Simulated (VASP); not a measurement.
# AlNi (Pm-3m) in VASP: a series of runs

The runs below take AlNi through single point, with PBE.

Everything below comes from runs of VASP 6.6.1. Logs are shortened: lines on timing, memory, paths and dates and some standing lists are left out, and cuts for length are marked.

### 1 The cell of the first run

The structure is cubic, space group Pm-3m (No. 221). Conventional cell: a = 2.862 Å, b = 2.862 Å, c = 2.862 Å, α = 90.00°, β = 90.00°, γ = 90.00°. Within 3.3 Å of Al (site symmetry m-3m) lie 8 Ni at 2.48 Å and 6 Al at 2.86 Å. Ni (site symmetry m-3m) has 8 Al at 2.48 Å and 6 Ni at 2.86 Å within 3.3 Å.

### 2 Single point, PBE, collinear spin, ferromagnetic start (volume scaled by 0.98)

Contents of INCAR:

```
ALGO = Normal
EDIFF = 1E-6
ENCUT = 520
GGA = PE
ISIF = 2
ISMEAR = -1
ISPIN = 2
LASPH = T
LCHARG = F
LMAXMIX = 4
LORBIT = 11
LREAL = F
LWAVE = F
MAGMOM = 0 1.5
NBANDS = 18
NELM = 150
PREC = Accurate
SIGMA = 0.05
```

Contents of KPOINTS:

```
k-points
0
Gamma
  13 13 13
```

Contents of POSCAR:

```
AlNi
1.0
    2.8616638469      0.0000000000      0.0000000000
    0.0000000000      2.8616638469      0.0000000000
    0.0000000000      0.0000000000      2.8616638469
Al Ni
1 1
Direct
    0.0000000000      0.0000000000      0.0000000000
    0.5000000000      0.5000000000      0.5000000000
```

Potentials or basis: VASP PAW PBE potentials, release 64 (Al, Ni).

Launch:

```console
cat potpaw_PBE.64/Al/POTCAR potpaw_PBE.64/Ni/POTCAR > POTCAR
mpirun -np 1 vasp_std > vasp.out
```

OUTCAR:

```text
EDIFF = 1E-6
   ENCUT = 520
   GGA = PE
   ISIF = 2
   ISMEAR = -1
   ISPIN = 2
   LASPH = T
   LORBIT = 11
   LREAL = F
   NELM = 150
   PREC = Accurate

 ion  position               nearest neighbor table
   1  0.000  0.000  0.000-   2 2.48   2 2.48   2 2.48   2 2.48   2 2.48   2 2.48   2 2.48   2 2.48

   2  0.500  0.500  0.500-   1 2.48   1 2.48   1 2.48   1 2.48   1 2.48   1 2.48   1 2.48   1 2.48

  LATTYP: Found a simple cubic cell.
 ALAT       =     2.8616638469

  Lattice vectors:

 A1 = (   2.8616638469,   0.0000000000,   0.0000000000)
 A2 = (   0.0000000000,   2.8616638469,   0.0000000000)
 A3 = (   0.0000000000,   0.0000000000,   2.8616638469)

Analysis of symmetry for initial positions (statically):
=====================================================================
 Subroutine PRICEL returns:
 Original cell was already a primitive cell.

 Routine SETGRP: Setting up the symmetry group for a
 simple cubic supercell.

 Subroutine GETGRP returns: Found 48 space group operations
 (whereof 48 operations were pure point group operations)
 out of a pool of 48 trial point group operations.

The static configuration has the point symmetry O_h .

Analysis of symmetry for dynamics (positions and initial velocities):
=====================================================================
 Subroutine PRICEL returns:
 Original cell was already a primitive cell.

 Routine SETGRP: Setting up the symmetry group for a
 simple cubic supercell.

 Subroutine GETGRP returns: Found 48 space group operations
 (whereof 48 operations were pure point group operations)
 out of a pool of 48 trial point group operations.

The dynamic configuration has the point symmetry O_h .

Analysis of structural, dynamic, and magnetic symmetry:
=====================================================================
 Subroutine PRICEL returns:
 Original cell was already a primitive cell.

 Routine SETGRP: Setting up the symmetry group for a
 simple cubic supercell.

 Subroutine GETGRP returns: Found 48 space group operations
 (whereof 48 operations were pure point group operations)
 out of a pool of 48 trial point group operations.

The overall configuration has the point symmetry O_h .

 Subroutine INISYM returns: Found 48 space group operations
 (whereof 48 operations are pure point group operations),
 and found     1 'primitive' translations

----------------------------------------------------------------------------------------

                                     Primitive cell

  volume of cell :      23.4345

  direct lattice vectors                    reciprocal lattice vectors
     2.861663847  0.000000000  0.000000000     0.349447054  0.000000000  0.000000000
     0.000000000  2.861663847  0.000000000     0.000000000  0.349447054  0.000000000
     0.000000000  0.000000000  2.861663847     0.000000000  0.000000000  0.349447054

  length of vectors
     2.861663847  2.861663847  2.861663847     0.349447054  0.349447054  0.349447054

  position of ions in fractional coordinates (direct lattice)
     0.000000000  0.000000000  0.000000000
     0.500000000  0.500000000  0.500000000

  ion indices of the primitive-cell ions
   primitive index   ion index
                 1           1
                 2           2

----------------------------------------------------------------------------------------

 KPOINTS: k-points

Automatic generation of k-mesh.
 Grid dimensions read from file:
 generate k-points for:   13   13   13

 Generating k-lattice:

  Cartesian coordinates                     Fractional coordinates (reciprocal lattice)
     0.026880543  0.000000000  0.000000000     0.076923077  0.000000000  0.000000000
     0.000000000  0.026880543  0.000000000     0.000000000  0.076923077  0.000000000
     0.000000000  0.000000000  0.026880543     0.000000000  0.000000000  0.076923077

  Length of vectors
     0.026880543  0.026880543  0.026880543

  Shift w.r.t. Gamma in fractional coordinates (k-lattice)
     0.000000000  0.000000000  0.000000000

 Subroutine IBZKPT returns following result:
 ===========================================

 Found     84 irreducible k-points:

 Following reciprocal coordinates:
            Coordinates               Weight
  0.000000  0.000000  0.000000      1.000000
  0.076923  0.000000  0.000000      6.000000
  0.153846  0.000000  0.000000      6.000000
  0.230769  0.000000  0.000000      6.000000
  0.307692  0.000000  0.000000      6.000000
  0.384615  0.000000  0.000000      6.000000
[... 16 lines left out ...]
  0.307692  0.307692  0.000000     12.000000
  0.384615  0.307692  0.000000     24.000000
 [... further k-points ...]
   k-points           NKPTS =     84   k-points in BZ     NKDIM =     84   number of bands    NBANDS=     18
   number of dos      NEDOS =    301   number of ions     NIONS =      2
   total plane-waves  NPLWV =  13824
   dimension x,y,z NGX =    24 NGY =   24 NGZ =   24
   dimension x,y,z NGXF=    48 NGYF=   48 NGZF=   48
   ions per type =               1   1
   NGX,Y,Z   is equivalent  to a cutoff of  13.94, 13.94, 13.94 a.u.
   NGXF,Y,Z  is equivalent  to a cutoff of  27.89, 27.89, 27.89 a.u.
 SYSTEM =  unknown system
   PREC   = accura    normal or accurate (medium, high low for compatibility)
   ISTART =      0    job   : 0-new  1-cont  2-samecut
   ICHARG =      2    charge: 1-file 2-atom 10-const
   ISPIN  =      2    spin polarized calculation?
   LNONCOLLINEAR =      F non collinear calculations
   LSORBIT =      F    spin-orbit coupling
   LASPH  =      T    aspherical Exc in radial PAW
   ENCUT  =  520.0 eV  38.22 Ry    6.18 a.u.   5.32  5.32  5.32*2*pi/ulx,y,z
   NELM   =    150;   NELMIN=  2; NELMDL= -5     # of ELM steps
   EDIFF  = 0.1E-05   stopping-criterion for ELM
   LREAL  =      F    real-space projection
[... 7 lines left out ...]
   TEBEG  =    0.0;   TEEND  =   0.0 temperature during run
   PSTRESS=    0.0 pullay stress
   NELECT =      13.0000    total number of electrons
   NUPDOWN=      -1.0000    fix difference up-down
   EMIN   =  10.00;   EMAX   =-10.00  energy-range for DOS
   EFERMI =   0.00;   METHOD = LEGACY
   ISMEAR =    -1;   SIGMA  =   0.05  broadening in eV -4-tet -1-fermi 0-gaus
   EFERMI_NEDOS =   21; number of points for ismear=-14 and -15
   IALGO  =     38    algorithm
   IMIX   =      4    mixing-type and parameters
     AMIX     =   0.40;   BMIX     =  1.00
     AMIX_MAG =   1.60;   BMIX_MAG =  1.00
  volume/ion in A,a.u.               =      11.72        79.07
  Fermi-wavevector in a.u.,A,eV,Ry     =   1.345150  2.541965 24.618764  1.809428
  Thomas-Fermi vector in A             =   2.473086
   LORBIT       =     11    0 simple, 1 ext, 2 COOP (PROOUT), +10 PAW based schemes
   GGA     = PE    functional components
   LHFCALC =     F    Hartree Fock is set to
   AEXX    =    0.0000 exact exchange contribution
   IVDW    =     0    specifies the selected vdW correction
   LEPSILON=     F    determine dielectric tensor
   LRPA    =     F    only Hartree local field effects (RPA)
 spin polarized calculation
  energy-cutoff  :      520.00
  volume of cell :       23.43
 maximum number of plane-waves:       647
 NGX is ok and might be reduce to    24
   NGX = 11   NGY = 11   NGZ = 11

 number of electron      13.0000011 magnetization      -0.0004981

 number of electron      13.0000011 magnetization       0.0004465

 Free energy of the ion-electron system (eV)
  ---------------------------------------------------
  ext. energy  EPLUGINS =         0.00000000
  ---------------------------------------------------
  free energy    TOTEN  =       -10.53239105 eV

  energy without entropy =      -10.52771168  energy(sigma->0) =      -10.53005137

 E-fermi :  10.2765     XC(G=0): -12.1457

 val. band max:       10.2283207261   @ k =   0.3846   0.2308   0.1538
 cond. band min:      10.3346750712   @ k =   0.3846   0.3077   0.1538
 fundamental gap:      0.1063543450
 Fermi energy:        10.2764582580

 spin component 1

 k-point     1 :       0.0000    0.0000    0.0000
  band No.  band energies     occupation
      1      -0.9910      1.00000
      2       6.9718      1.00000
      3       6.9718      1.00000
      4       8.7130      1.00000
      5       8.7130      1.00000
      6       8.7130      1.00000
[... 10 lines left out ...]
     17      33.8437      0.00000
     18      33.8437      0.00000
[... 463 lines left out ...]
 k-point    24 :       0.3846    0.3077    0.0000
  band No.  band energies     occupation
      1       3.1576      1.00000
      2       6.0292      1.00000
      3       7.3049      1.00000
      4       7.8639      1.00000
      5       8.1786      1.00000
      6       8.3403      1.00000
[... 10 lines left out ...]
     17      32.5174      0.00000
     18      35.4704      0.00000

 [... further k-points ...]

 spin component 2

 k-point     1 :       0.0000    0.0000    0.0000
  band No.  band energies     occupation
      1      -0.9911      1.00000
      2       6.9720      1.00000
      3       6.9720      1.00000
      4       8.7132      1.00000
      5       8.7132      1.00000
      6       8.7132      1.00000
[... 10 lines left out ...]
     17      33.8435      0.00000
     18      33.8435      0.00000
[... 463 lines left out ...]
 k-point    24 :       0.3846    0.3077    0.0000
  band No.  band energies     occupation
      1       3.1575      1.00000
      2       6.0292      1.00000
      3       7.3050      1.00000
      4       7.8641      1.00000
      5       8.1788      1.00000
      6       8.3404      1.00000
[... 10 lines left out ...]
     17      32.5174      0.00000
     18      35.4704      0.00000

 [... further k-points ...]

------------------------ aborting loop because EDIFF is reached ----------------------------------------

  FORCE on cell =-STRESS in cart. coord.  units (eV):
  Direction    XX          YY          ZZ          XY          YZ          ZX
  --------------------------------------------------------------------------------------
  -------------------------------------------------------------------------------------
  Total        0.8008636      0.8008636      0.8008636      0.0000000      0.0000000     -0.0000000
  in kB       54.7536762     54.7536762     54.7536762      0.0000000      0.0000000     -0.0000000
  external PRESSURE =      54.7536762 kB  Pullay stress =       0.0000000 kB

 VOLUME and BASIS-vectors are now :
 -----------------------------------------------------------------------------
  energy-cutoff  :      520.00
  volume of cell :       23.43
      direct lattice vectors                 reciprocal lattice vectors
     2.861663847  0.000000000  0.000000000     0.349447054  0.000000000  0.000000000
     0.000000000  2.861663847  0.000000000     0.000000000  0.349447054  0.000000000
     0.000000000  0.000000000  2.861663847     0.000000000  0.000000000  0.349447054

 POSITION                                       TOTAL-FORCE (eV/Angst)
 -----------------------------------------------------------------------------------
      0.00000      0.00000      0.00000         0.000000      0.000000      0.000000
      1.43083      1.43083      1.43083         0.000000      0.000000      0.000000
 -----------------------------------------------------------------------------------
    total drift:                                0.000000      0.000000     -0.000000

  FREE ENERGIE OF THE ION-ELECTRON SYSTEM (eV)
  ---------------------------------------------------
  free  energy   TOTEN  =       -10.5323910465 eV

  energy  without entropy=      -10.5277116848  energy(sigma->0) =      -10.53005137

 total charge

# of ion       s       p       d       tot
------------------------------------------
    1        0.386   0.423   0.000   0.808
    2        0.483   0.534   8.484   9.501
--------------------------------------------------
tot          0.869   0.956   8.484  10.310

 magnetization (x)

# of ion       s       p       d       tot
------------------------------------------
    1        0.000  -0.000   0.000   0.000
    2       -0.000  -0.000   0.000   0.000
--------------------------------------------------
tot          0.000  -0.000   0.000   0.000
```

Wall time 69 s (1 thread of Intel Xeon Platinum 8375C at 2.90GHz (Ice Lake), shared host); peak memory 0.18 GiB.

What came out:

| Item | Value |
| --- | --- |
| Free energy | -10.5324 eV |
| Pressure | 5.5 GPa |
| Net moment | 0.00 μB per cell |
| Valence electrons inside the program's atomic spheres | Al 0.81; Ni 9.50 |

Caveat: the starting moments collapsed, and a magnetic state may lie lower.

### 3 Single point, PBE, collinear spin, ferromagnetic start (volume scaled by 0.99)

Contents of INCAR:

```
SYSTEM = AlNi
PREC = Accurate
ENCUT = 520
EDIFF = 1E-6
ISMEAR = -1
SIGMA = 0.05
LREAL = .False.
LASPH = .True.
NELM = 150
ALGO = Normal
ISIF = 2
LWAVE = .False.
LCHARG = .False.
ISPIN = 2
MAGMOM = 0 1.5
LORBIT = 11
LMAXMIX = 4
GGA = PE
NBANDS = 18
```

Contents of KPOINTS:

```
Automatic mesh
0
Gamma
  13 13 13
  0 0 0
```

Contents of POSCAR:

```
AlNi
1.0
    2.8713644765      0.0000000000      0.0000000000
    0.0000000000      2.8713644765      0.0000000000
    0.0000000000      0.0000000000      2.8713644765
Al Ni
1 1
Direct
    0.0000000000      0.0000000000      0.0000000000
    0.5000000000      0.5000000000      0.5000000000
```

Potentials or basis: VASP PAW PBE potentials, release 64 (Al, Ni).

Launch:

```console
cat potpaw_PBE.64/Al/POTCAR potpaw_PBE.64/Ni/POTCAR > POTCAR
mpirun -np 1 vasp_std > vasp.out
```

Run time: 71 s. Hardware: 1 thread of Intel Xeon Platinum 8375C at 2.90GHz (Ice Lake), shared host; peak memory 0.19 GiB.

It converged, with:

```yaml
Free_energy: -10.5392 eV
Pressure: 3.7 GPa
Net_moment: 0.00 μB per cell
Valence_electrons_inside_the_program's_atomic_spheres: Al 0.80; Ni 9.48
```

Levels at points of the mesh, in eV from the Fermi level:
Spin up:
```
           k point  band 2  band 3  band 4  band 5  band 6  band 7  band 8  band 9  band 10  band 11
(0.00, 0.00, 0.00)   -3.25   -3.25   -1.54   -1.54   -1.54    5.56    5.56    5.56     8.18     8.18
```
Spin down:
```csv
k point,band 3,band 4,band 5,band 6,band 7,band 8,band 9,band 10
"(0.00, 0.00, 0.00)",-3.25,-1.54,-1.54,-1.54,5.56,5.56,5.56,8.18
```

Caveat: the starting moments collapsed, and a magnetic state may lie lower.

### 4 Single point, PBE, collinear spin, ferromagnetic start (volume scaled by 1.01)

Contents of INCAR:

```
ALGO     = Normal         # electronic algorithm
EDIFF    = 1E-6           # SCF threshold, eV
ENCUT    = 520            # plane-wave cutoff, eV
GGA      = PE             # functional
ISIF     = 2              # what is computed and relaxed
ISMEAR   = -1             # smearing method
ISPIN    = 2              # spin polarisation
LASPH    = T              # aspherical terms in the spheres
LCHARG   = F              # write CHGCAR
LMAXMIX  = 4              # l up to which the mixer works
LORBIT   = 11             # projections on sites
LREAL    = F              # projectors in reciprocal space
LWAVE    = F              # write WAVECAR
MAGMOM   = 0 1.5          # initial moments
NBANDS   = 18             # bands
NELM     = 150            # most SCF steps
PREC     = Accurate       # precision mode
SIGMA    = 0.05           # smearing width, eV
```

Contents of KPOINTS:

```
k-points
0
Gamma
  13 13 13
```

Contents of POSCAR:

```
AlNi
1.0
    2.8905714989      0.0000000000      0.0000000000
    0.0000000000      2.8905714989      0.0000000000
    0.0000000000      0.0000000000      2.8905714989
Al Ni
1 1
Direct
    0.0000000000      0.0000000000      0.0000000000
    0.5000000000      0.5000000000      0.5000000000
```

Launch:

```console
cat potpaw_PBE.64/Al/POTCAR potpaw_PBE.64/Ni/POTCAR > POTCAR
mpirun -np 1 vasp_std > vasp.out
```

Wall time 82 s (1 thread of Intel Xeon Platinum 8375C at 2.90GHz (Ice Lake), shared host); peak memory 0.19 GiB.

It converged, with:

* Free energy: -10.5452 eV
* Pressure: 0.3 GPa
* Net moment: 0.00 μB per cell
* Valence electrons inside the program's atomic spheres: Al 0.79; Ni 9.45

Levels at points of the mesh, in eV from the Fermi level:
Spin up:
```csv
k point,band 3,band 4,band 5,band 6,band 7,band 8,band 9,band 10
"(0.00, 0.00, 0.00)",-3.16,-1.50,-1.50,-1.50,5.48,5.48,5.48,8.11
```
Spin down:
| k point | band 2 | band 3 | band 4 | band 5 | band 6 | band 7 | band 8 | band 9 | band 10 | band 11 |
| --- | --- | --- | --- | --- | --- | --- | --- | --- | --- | --- |
| (0.00, 0.00, 0.00) | -3.16 | -3.16 | -1.50 | -1.50 | -1.50 | 5.48 | 5.48 | 5.48 | 8.11 | 8.11 |

Caveat: the starting moments collapsed, and a magnetic state may lie lower.
